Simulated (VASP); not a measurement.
# VN2 (I4/mcm) in VASP: single point with PBEsol

Aim: the single point of VN2 with PBEsol.

Program: VASP 6.6.1. These are calculated values, not measurements. Logs are shortened: lines on timing, memory, paths and dates and some standing lists are left out, and cuts for length are marked.

### 1 The cell of the first run

Symmetry: I4/mcm, No. 140, tetragonal system. Conventional cell: a = 4.301 Å, b = 4.301 Å, c = 4.983 Å, α = 90.00°, β = 90.00°, γ = 90.00°. Within 2.8 Å of V (site symmetry 422) lie 8 N at 2.13 Å and 2 V at 2.49 Å. N (site symmetry m2m) has 1 N at 1.40 Å within 1.9 Å.

### 2 Single point, PBEsol

File INCAR:

```
ALGO     = Normal         # electronic algorithm
EDIFF    = 1E-6           # SCF threshold, eV
ENCUT    = 1330           # plane-wave cutoff, eV
GGA      = PS             # functional
GGA_COMPAT= F            
ISIF     = 2              # what is computed and relaxed
ISMEAR   = 0              # smearing method
LASPH    = T              # aspherical terms in the spheres
LCHARG   = F              # write CHGCAR
LREAL    = F              # projectors in reciprocal space
LWAVE    = F              # write WAVECAR
NBANDS   = 32             # bands
NELM     = 120            # most SCF steps
PREC     = Accurate       # precision mode
SIGMA    = 0.1            # smearing width, eV
```

File KPOINTS:

```
k-points
0
Gamma
  2 2 2
```

File POSCAR:

```
VN2
1.0
   -2.1507500000      2.1507500000      2.4913500000
    2.1507500000     -2.1507500000      2.4913500000
    2.1507500000      2.1507500000     -2.4913500000
V N
2 4
Direct
    0.2500000000      0.2500000000      0.0000000000
    0.7500000000      0.7500000000      0.0000000000
    0.1151000000      0.6151000000      0.7302000000
    0.6151000000      0.8849000000      0.5000000000
    0.8849000000      0.3849000000      0.2698000000
    0.3849000000      0.1151000000      0.5000000000
```

Potentials or basis: VASP PAW PBE potentials, release 64 (V_sv, N_h).

The run is started by

```
$ cat potpaw_PBE.64/V_sv/POTCAR potpaw_PBE.64/N_h/POTCAR > POTCAR
$ mpirun -np 1 vasp_std > vasp.out
```

OUTCAR:

```text
EDIFF = 1E-6
   ENCUT = 1330
   GGA = PS
   ISIF = 2
   ISMEAR = 0
   LASPH = T
   LREAL = F
   NELM = 120
   PREC = Accurate

 ion  position               nearest neighbor table
   1  0.250  0.250  0.000-   5 2.13   3 2.13   4 2.13   6 2.13   6 2.13   3 2.13   4 2.13   5 2.13
                             2 2.49   2 2.49
   2  0.750  0.750  0.000-   5 2.13   3 2.13   4 2.13   6 2.13   4 2.13   6 2.13   3 2.13   5 2.13
                             1 2.49   1 2.49
   3  0.115  0.615  0.730-   5 1.40   1 2.13   1 2.13   2 2.13   2 2.13
   4  0.615  0.885  0.500-   6 1.40   2 2.13   1 2.13   2 2.13   1 2.13
   5  0.885  0.385  0.270-   3 1.40   2 2.13   1 2.13   2 2.13   1 2.13
   6  0.385  0.115  0.500-   4 1.40   1 2.13   2 2.13   1 2.13   2 2.13

  LATTYP: Found a body centered tetragonal cell.
 ALAT       =     4.3015000000
 C/A-ratio  =     1.1583633616

  Lattice vectors:

 A1 = (  -2.1507500000,   2.1507500000,   2.4913500000)
 A2 = (   2.1507500000,  -2.1507500000,   2.4913500000)
 A3 = (   2.1507500000,   2.1507500000,  -2.4913500000)

Analysis of symmetry for initial positions (statically):
=====================================================================
 Subroutine PRICEL returns:
 Original cell was already a primitive cell.

 Routine SETGRP: Setting up the symmetry group for a
 body centered tetragonal supercell.

 Subroutine GETGRP returns: Found 16 space group operations
 (whereof  8 operations were pure point group operations)
 out of a pool of 16 trial point group operations.

The static configuration has the point symmetry C_4h.
 The point group associated with its full space group is D_4h.

Analysis of symmetry for dynamics (positions and initial velocities):
=====================================================================
 Subroutine PRICEL returns:
 Original cell was already a primitive cell.

 Routine SETGRP: Setting up the symmetry group for a
 body centered tetragonal supercell.

 Subroutine GETGRP returns: Found 16 space group operations
 (whereof  8 operations were pure point group operations)
 out of a pool of 16 trial point group operations.

The dynamic configuration has the point symmetry C_4h.
 The point group associated with its full space group is D_4h.

 Subroutine INISYM returns: Found 16 space group operations
 (whereof  8 operations are pure point group operations),
 and found     1 'primitive' translations

----------------------------------------------------------------------------------------

                                     Primitive cell

  volume of cell :      46.0972

  direct lattice vectors                    reciprocal lattice vectors
    -2.150750000  2.150750000  2.491350000     0.000000000  0.232477043  0.200694403
     2.150750000 -2.150750000  2.491350000     0.232477043  0.000000000  0.200694403
     2.150750000  2.150750000 -2.491350000     0.232477043  0.232477043  0.000000000

  length of vectors
     3.931701406  3.931701406  3.931701406     0.307121830  0.307121830  0.328772187

  position of ions in fractional coordinates (direct lattice)
     0.250000000  0.250000000  0.000000000
     0.750000000  0.750000000  0.000000000
     0.115100000  0.615100000  0.730200000
     0.615100000  0.884900000  0.500000000
     0.884900000  0.384900000  0.269800000
     0.384900000  0.115100000  0.500000000

  ion indices of the primitive-cell ions
   primitive index   ion index
                 1           1
                 2           2
                 3           3
                 4           4
                 5           5
                 6           6

----------------------------------------------------------------------------------------

 KPOINTS: k-points

Automatic generation of k-mesh.
 Grid dimensions read from file:
 generate k-points for:    2    2    2

 Generating k-lattice:

  Cartesian coordinates                     Fractional coordinates (reciprocal lattice)
     0.000000000  0.116238521  0.100347201     0.500000000  0.000000000  0.000000000
     0.116238521  0.000000000  0.100347201     0.000000000  0.500000000  0.000000000
     0.116238521  0.116238521  0.000000000     0.000000000  0.000000000  0.500000000

  Length of vectors
     0.153560915  0.153560915  0.164386093

  Shift w.r.t. Gamma in fractional coordinates (k-lattice)
     0.000000000  0.000000000  0.000000000

 Subroutine IBZKPT returns following result:
 ===========================================

 Found      4 irreducible k-points:

 Following reciprocal coordinates:
            Coordinates               Weight
  0.000000  0.000000  0.000000      1.000000
  0.500000 -0.000000  0.000000      4.000000
  0.500000  0.500000  0.000000      2.000000
  0.500000  0.500000  0.500000      1.000000
   k-points           NKPTS =      4   k-points in BZ     NKDIM =      4   number of bands    NBANDS=     32
   number of dos      NEDOS =    301   number of ions     NIONS =      6
   total plane-waves  NPLWV = 110592
   dimension x,y,z NGX =    48 NGY =   48 NGZ =   48
   dimension x,y,z NGXF=    96 NGYF=   96 NGZF=   96
   ions per type =               2   4
   NGX,Y,Z   is equivalent  to a cutoff of  20.30, 20.30, 20.30 a.u.
   NGXF,Y,Z  is equivalent  to a cutoff of  40.59, 40.59, 40.59 a.u.
 SYSTEM =  unknown system
   PREC   = accura    normal or accurate (medium, high low for compatibility)
   ISTART =      0    job   : 0-new  1-cont  2-samecut
   ICHARG =      2    charge: 1-file 2-atom 10-const
   ISPIN  =      1    spin polarized calculation?
   LNONCOLLINEAR =      F non collinear calculations
   LSORBIT =      F    spin-orbit coupling
   LASPH  =      T    aspherical Exc in radial PAW
   ENCUT  = 1330.0 eV  97.75 Ry    9.89 a.u.  11.69 11.69 11.69*2*pi/ulx,y,z
   NELM   =    120;   NELMIN=  2; NELMDL= -5     # of ELM steps
   EDIFF  = 0.1E-05   stopping-criterion for ELM
   LREAL  =      F    real-space projection
   EDIFFG = 0.1E-04   stopping-criterion for IOM
   NSW    =      0    number of steps for IOM
   IBRION =     -1    ionic relax: 0-MD 1-quasi-New 2-CG
   NFREE  =      0    steps in history (QN), initial steepest desc. (CG)
   ISIF   =      2    stress and relaxation
   ISYM   =      2    0-nonsym 1-usesym 2-fastsym
   POTIM  = 0.5000    time-step for ionic-motion
   TEBEG  =    0.0;   TEEND  =   0.0 temperature during run
   PSTRESS=    0.0 pullay stress
   NELECT =      46.0000    total number of electrons
   NUPDOWN=      -1.0000    fix difference up-down
   EMIN   =  10.00;   EMAX   =-10.00  energy-range for DOS
   EFERMI =   0.00;   METHOD = LEGACY
   ISMEAR =     0;   SIGMA  =   0.10  broadening in eV -4-tet -1-fermi 0-gaus
   EFERMI_NEDOS =   21; number of points for ismear=-14 and -15
   IALGO  =     38    algorithm
   IMIX   =      4    mixing-type and parameters
     AMIX     =   0.40;   BMIX     =  1.00
     AMIX_MAG =   1.60;   BMIX_MAG =  1.00
  volume/ion in A,a.u.               =       7.68        51.85
  Fermi-wavevector in a.u.,A,eV,Ry     =   1.635947  3.091492 36.413581  2.676323
  Thomas-Fermi vector in A             =   2.727335
   LORBIT       =      0    0 simple, 1 ext, 2 COOP (PROOUT), +10 PAW based schemes
   GGA     = PS    functional components
   LHFCALC =     F    Hartree Fock is set to
   AEXX    =    0.0000 exact exchange contribution
   IVDW    =     0    specifies the selected vdW correction
   LEPSILON=     F    determine dielectric tensor
   LRPA    =     F    only Hartree local field effects (RPA)
 non-spin polarized calculation
 Gauss-broadening in eV      SIGMA  =   0.10
  energy-cutoff  :     1330.00
  volume of cell :       46.10
 maximum number of plane-waves:      5082
 NGX is ok and might be reduce to    48
   NGX = 23   NGY = 23   NGZ = 23

 number of electron      46.0000002 magnetization

 Free energy of the ion-electron system (eV)
  ---------------------------------------------------
  ext. energy  EPLUGINS =         0.00000000
  ---------------------------------------------------
  free energy    TOTEN  =       -56.41762552 eV

  energy without entropy =      -56.35238637  energy(sigma->0) =      -56.38500595

 E-fermi :  11.9741     XC(G=0): -13.9143

 val. band max:       11.9274275934   @ k =   0.5000   0.5000   0.5000
 cond. band min:      12.0017624547   @ k =   0.5000   0.5000   0.0000
 fundamental gap:      0.0743348612
 Fermi energy:        11.9741203826

 k-point     1 :       0.0000    0.0000    0.0000
  band No.  band energies     occupation
      1     -53.4292      2.00000
      2     -53.2625      2.00000
      3     -27.7965      2.00000
      4     -27.3166      2.00000
      5     -27.3166      2.00000
      6     -27.3069      2.00000
      7     -27.3069      2.00000
      8     -26.9238      2.00000
      9      -9.8379      2.00000
     10      -6.8060      2.00000
     11      -1.1123      2.00000
     12      -1.1123      2.00000
     13       3.2916      2.00000
     14       3.4965      2.00000
     15       3.7477      2.00000
     16       5.2896      2.00000
     17       5.2896      2.00000
     18       8.1616      2.00000
     19       8.5528      2.00000
     20       8.9158      2.00000
     21       9.3253      2.00000
     22       9.3253      2.00000
     23       9.3359      2.00000
     24      12.7886      0.00000
     25      12.7886      0.00000
     26      12.7915      0.00000
     27      13.3586      0.00000
     28      13.7770      0.00000
     29      14.0970      0.00000
     30      14.0970      0.00000
     31      14.2899      0.00000
     32      16.4770      0.00000

 k-point     2 :       0.5000   -0.0000    0.0000
  band No.  band energies     occupation
      1     -53.3453      2.00000
      2     -53.3453      2.00000
      3     -27.3849      2.00000
      4     -27.3849      2.00000
      5     -27.3241      2.00000
      6     -27.3241      2.00000
      7     -27.3201      2.00000
      8     -27.3201      2.00000
      9      -8.3158      2.00000
     10      -8.3158      2.00000
     11      -0.6730      2.00000
     12      -0.6730      2.00000
     13       2.4602      2.00000
     14       2.4602      2.00000
     15       4.9688      2.00000
     16       4.9688      2.00000
     17       6.9145      2.00000
     18       6.9145      2.00000
     19       8.5214      2.00000
     20       8.5214      2.00000
     21       8.7641      2.00000
     22       8.7641      2.00000
     23      12.0350      0.38961
     24      12.0350      0.38961
     25      12.7122      0.00000
     26      12.7122      0.00000
     27      13.0435      0.00000
     28      13.0435      0.00000
     29      14.5778      0.00000
     30      14.5778      0.00000
     31      15.1174      0.00000
     32      15.1174      0.00000

 k-point     3 :       0.5000    0.5000    0.0000
  band No.  band energies     occupation
      1     -53.4138      2.00000
      2     -53.2756      2.00000
      3     -27.8316      2.00000
      4     -27.5033      2.00000
      5     -27.3385      2.00000
      6     -27.2886      2.00000
      7     -27.1719      2.00000
      8     -26.9101      2.00000
      9      -8.6019      2.00000
     10      -7.7314      2.00000
     11      -2.4289      2.00000
     12      -0.3877      2.00000
     13       3.5836      2.00000
     14       4.3128      2.00000
     15       4.9040      2.00000
     16       5.0785      2.00000
     17       6.1840      2.00000
     18       6.9033      2.00000
     19       6.9684      2.00000
     20       7.3322      2.00000
     21       9.2041      2.00000
     22       9.2673      2.00000
     23      10.5590      2.00000
     24      12.0018      0.69586
     25      12.6659      0.00000
     26      13.0868      0.00000
     27      13.8790      0.00000
     28      14.0917      0.00000
     29      14.1436      0.00000
     30      14.7866      0.00000
     31      14.9155      0.00000
     32      17.0893      0.00000

 k-point     4 :       0.5000    0.5000    0.5000
  band No.  band energies     occupation
      1     -53.3989      2.00000
      2     -53.2891      2.00000
      3     -27.8733      2.00000
      4     -27.4686      2.00000
      5     -27.4686      2.00000
      6     -27.1864      2.00000
      7     -27.1864      2.00000
      8     -26.8975      2.00000
      9      -8.1822      2.00000
     10      -8.0200      2.00000
     11      -0.9583      2.00000
     12      -0.9583      2.00000
     13       1.5601      2.00000
     14       4.5078      2.00000
     15       4.5078      2.00000
     16       5.2906      2.00000
     17       5.3494      2.00000
     18       5.7098      2.00000
     19       7.2902      2.00000
     20       9.7823      2.00000
     21       9.7823      2.00000
     22      11.7032      1.99987
     23      11.7349      1.99928
     24      11.8946      1.73930
     25      11.9274      1.49096
     26      12.0534      0.26202
     27      13.8399      0.00000
     28      13.8399      0.00000
     29      13.9339      0.00000
     30      14.1004      0.00000
     31      14.6213      0.00000
     32      14.6213      0.00000

------------------------ aborting loop because EDIFF is reached ----------------------------------------

  FORCE on cell =-STRESS in cart. coord.  units (eV):
  Direction    XX          YY          ZZ          XY          YZ          ZX
  --------------------------------------------------------------------------------------
  -------------------------------------------------------------------------------------
  Total       -3.5702265     -3.5702265      0.4382250      0.0000000     -0.0000000      0.0000000
  in kB     -124.0885639   -124.0885639     15.2311659      0.0000000     -0.0000000      0.0000000
  external PRESSURE =     -77.6486540 kB  Pullay stress =       0.0000000 kB

 VOLUME and BASIS-vectors are now :
 -----------------------------------------------------------------------------
  energy-cutoff  :     1330.00
  volume of cell :       46.10
      direct lattice vectors                 reciprocal lattice vectors
    -2.150750000  2.150750000  2.491350000     0.000000000  0.232477043  0.200694403
     2.150750000 -2.150750000  2.491350000     0.232477043  0.000000000  0.200694403
     2.150750000  2.150750000 -2.491350000     0.232477043  0.232477043  0.000000000

 POSITION                                       TOTAL-FORCE (eV/Angst)
 -----------------------------------------------------------------------------------
      0.00000      0.00000      1.24568         0.000000     -0.000000     -0.000000
      0.00000      0.00000      3.73703         0.000000     -0.000000     -0.000000
      2.64585      0.49510      0.00000        -0.101342     -0.101342      0.000000
      1.65565      0.49510      2.49135         0.101342     -0.101342      0.000000
     -0.49510      1.65565      2.49135         0.101342      0.101342     -0.000000
      0.49510      1.65565      0.00000        -0.101342      0.101342     -0.000000
 -----------------------------------------------------------------------------------
    total drift:                                0.000000      0.000000     -0.000000

  FREE ENERGIE OF THE ION-ELECTRON SYSTEM (eV)
  ---------------------------------------------------
  free  energy   TOTEN  =       -56.4176255208 eV

  energy  without entropy=      -56.3523863744  energy(sigma->0) =      -56.38500595
```

It took 24 s on 1 thread of AMD EPYC 9R45 (Zen 5), shared host; peak memory 0.29 GiB.

Results:

- Free energy: -56.4176 eV
- Pressure: -7.8 GPa
- Largest force: 0.143 eV/Å
- Band gap on the k mesh: zero (bands 23 and 24 overlap by 0.14 eV)

Forces in eV/Å, atoms in the order of the input:
```
V    0.000  0.000  0.000
V    0.000  0.000  0.000
N   -0.101 -0.101  0.000
N    0.101 -0.101  0.000
N    0.101  0.101  0.000
N   -0.101  0.101  0.000
```

Stress tensor (GPa, compression positive):
```
-12.41   0.00   0.00
  0.00 -12.41   0.00
  0.00   0.00   1.52
```

Levels at points of the mesh, in eV from the Fermi level:
| k point | band 21 | band 22 | band 23 | band 24 | band 25 | band 26 |
| --- | --- | --- | --- | --- | --- | --- |
| (0.00, 0.00, 0.00) | -2.65 | -2.65 | -2.64 | 0.81 | 0.81 | 0.82 |
| (0.50, 0.00, 0.00) | -3.21 | -3.21 | 0.06 | 0.06 | 0.74 | 0.74 |
| (0.50, 0.50, 0.00) | -2.77 | -2.71 | -1.42 | 0.03 | 0.69 | 1.11 |
| (0.50, 0.50, 0.50) | -2.19 | -0.27 | -0.24 | -0.08 | -0.05 | 0.08 |

Caveat: the k points lie up to 0.96 Å⁻¹ apart, too coarse for converged energies, forces and pressures; the PAW data sets were made with another functional, which shifts forces and pressure a little; the run has no spin polarisation, though such a crystal can be magnetic. With open d or f shells a metallic result of PBEsol can be an artefact of self-interaction; +U or a hybrid may open a gap.

The gap in the log of VASP goes by the Fermi energy; the results here count the filled bands.